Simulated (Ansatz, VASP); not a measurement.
**C: VASP beside Ansatz**

File INCAR:

```
SYSTEM = C
ALGO = Normal ; EDIFF = 1E-6
ENCUT = 520 ; GGA = PE
ISIF = 2 ; ISMEAR = 0
LASPH = .True. ; LCHARG = .False.
LREAL = .False. ; LWAVE = .False.
NBANDS = 31 ; NELM = 80
PREC = Accurate ; SIGMA = 0.05
```

The input KPOINTS:

```
k-points
0
Gamma
  10 10 3
  0 0 0
```

File POSCAR:

```
C
1.0
   -2.5194924611      0.0000000000      0.0000000000
   -1.2597462306     -2.1819444760      0.0000000000
   -0.6298731153     -0.3636574127     10.3668212017
C
10
Direct
   -0.4122625902     -0.4122625902      0.8741755410
    0.6125625902      0.6125625902      0.7252244590
    0.0458090583      0.0458090583      0.1257456505
    0.6544909418      0.6544909417      0.4736543495
    0.0209667672      0.0209667672      0.2747993967
    0.6793332328      0.6793332328      0.3246006033
   -0.0872794704     -0.0872794704      0.9242768224
    0.2875794704      0.2875794704      0.6751231776
    0.3874901189      0.3874901189      0.0756592868
    0.3128098811      0.3128098811      0.5237407132
```

Input for Ansatz:

```yaml
crystal:
  lattice:
    - [-2.5194924611, 0.0, 0.0]
    - [-1.2597462306, -2.181944476, 0.0]
    - [-0.6298731153, -0.3636574127, 10.3668212017]
  atoms:
    - { symbol: C, position: [-0.4122625902, -0.4122625902, 0.874175541] }
    - { symbol: C, position: [0.6125625902, 0.6125625902, 0.725224459] }
    - { symbol: C, position: [0.0458090583, 0.0458090583, 0.1257456505] }
    - { symbol: C, position: [0.6544909418, 0.6544909417, 0.4736543495] }
    - { symbol: C, position: [0.0209667672, 0.0209667672, 0.2747993967] }
    - { symbol: C, position: [0.6793332328, 0.6793332328, 0.3246006033] }
    - { symbol: C, position: [-0.0872794704, -0.0872794704, 0.9242768224] }
    - { symbol: C, position: [0.2875794704, 0.2875794704, 0.6751231776] }
    - { symbol: C, position: [0.3874901189, 0.3874901189, 0.0756592868] }
    - { symbol: C, position: [0.3128098811, 0.3128098811, 0.5237407132] }
basis:
  ecutwfc: 420
kpoints:
  mp_grid: { grid: [10, 10, 3] }
hamiltonian:
  xc: pbe
scf:
  occupations: { method: gaussian, width: 0.05 }
output:
  forces: true
  stress: true
  eigenvalues: true
```

Alike in both runs: task single point; functional PBE; k mesh 10 × 10 × 3; occupations gaussian, width 0.05 eV; no spin polarisation.

|  | VASP | Ansatz |
| --- | --- | --- |
| version | VASP 6.6.1 | Ansatz 0.2.0 |
| potentials or method | VASP PAW PBE potentials, release 64 (C), cutoff 520 eV | scalar-relativistic, plane waves, PAW |
| valence electrons in the cell | 40 | 40 |

Ansatz gave:

- gap on the k mesh at the Fermi level (eV): none
- pressure (GPa): 4.1
- traceless stress, the component that is largest in VASP (GPa): 18.76
- rms of the force components (eV/Å): 0.908

Estimate VASP's values.

gap on the k mesh at the Fermi level (eV): none; pressure (GPa): 4.8; traceless stress, the component that is largest in VASP (GPa): 18.67; rms of the force components (eV/Å): 0.903.

Atom by atom the forces differ by 0.006 eV/Å (rms over components). A gap of «none» marks a metal or a gap that the smearing closes.
